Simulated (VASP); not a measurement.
A run of VASP 6.6.1 is set up as follows.

Contents of INCAR:

```
PREC = Accurate ; ENCUT = 520
EDIFF = 1E-6 ; ISMEAR = -1
SIGMA = 0.1 ; LREAL = False
LASPH = True ; NELM = 100
ALGO = Normal ; ISIF = 2
LWAVE = False ; LCHARG = True
GGA = CA ; LELF = True
LVHAR = True ; NBANDS = 10
```

File KPOINTS:

```
regular mesh
0
Gamma
  15 15 7
```

File POSCAR:

```
Li
1.0
   -1.9823417747      1.6317122832      1.4608465017
    1.6317122832     -1.9823417747      1.4608465017
    3.7042217874      3.7042217874     -2.1030250577
Li
2
Direct
    0.9575235877      0.0424764123      1.0000000000
    0.7924764123      0.2075235877      0.5000000000
```

Potentials or basis: VASP PAW LDA potentials, release 64 (Li_sv).

The run is started by

```sh
$ cat potpaw_LDA.64/Li_sv/POTCAR > POTCAR
$ mpirun -np 1 vasp_std > vasp.out
```

(1) Predict the band gap on the k mesh.

## Answers

(1) zero (band 3 reaches 3.15 eV, above the bottom of band 4 at -1.47 eV).
